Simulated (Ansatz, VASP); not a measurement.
ScCu in VASP and in Ansatz

The input INCAR:

```
PREC = Accurate ; ENCUT = 520
EDIFF = 1E-8 ; ISMEAR = -1
SIGMA = 0.05 ; LREAL = False
LASPH = True ; NELM = 80
ALGO = Normal ; ISIF = 2
LWAVE = False ; LCHARG = False
GGA = CA ; LEFG = True
NBANDS = 18
```

The input KPOINTS:

```
Automatic mesh
0
Gamma
  11 11 11
```

POSCAR

```
ScCu
1.0
    3.2560000000     -0.0162800000     -0.0162800000
   -0.0162800000      3.2560000000     -0.0162800000
   -0.0162800000     -0.0162800000      3.2560000000
Sc Cu
1 1
Direct
    0.5000000000      0.5000000000      0.5000000000
    0.0000000000      0.0000000000      0.0000000000
```

Input for Ansatz:

```yaml
crystal:
  lattice:
    - [3.256, -0.01628, -0.01628]
    - [-0.01628, 3.256, -0.01628]
    - [-0.01628, -0.01628, 3.256]
  atoms:
    - { symbol: Sc, position: [0.5, 0.5, 0.5] }
    - { symbol: Cu, position: [0.0, 0.0, 0.0] }
kpoints:
  mp_grid: { grid: [11, 11, 11] }
scf:
  occupations: { method: fermi_dirac, width: 0.05 }
hamiltonian:
  xc: lda
  pseudopotentials: { kind: paw }
output:
  forces: true
  stress: true
  eigenvalues: true
  efg: { contact_densities: true }
```

Change from the starting cell: equal xy, yz and zx shear strains of -1 %, PAW files.

Alike in both runs: task electric field gradients; functional LDA; k mesh 11 × 11 × 11; occupations fermi-dirac, width 0.05 eV; no spin polarisation.

|  | VASP | Ansatz |
| --- | --- | --- |
| version | VASP 6.6.1 | Ansatz 0.2.0 |
| potentials or method | VASP PAW LDA potentials, release 64 (Sc_sv, Cu) | PAW with Ansatz's default frozen-core files, scalar-relativistic |
| plane-wave cutoff (eV) | 520 | 420 |
| valence electrons in the cell | 22 | 30 |

|  | VASP | Ansatz | Ansatz less VASP |
| --- | --- | --- | --- |
| pressure (GPa) | -7.1 | -7.6 | -0.47 |
| traceless stress, the component that is largest in VASP (GPa) | 0.41 | 0.40 | -0.003 |
| size of Vzz on the site where it differs most (V/Å²) | 3.4 | 4.4 | +0.98 |

LDA's correlation is that of Perdew and Zunger in VASP and of Perdew and Wang (1992) in Ansatz. VASP's potentials hold 22 valence electrons a cell and Ansatz's 30, so a difference there can come from the potentials and not from the codes.
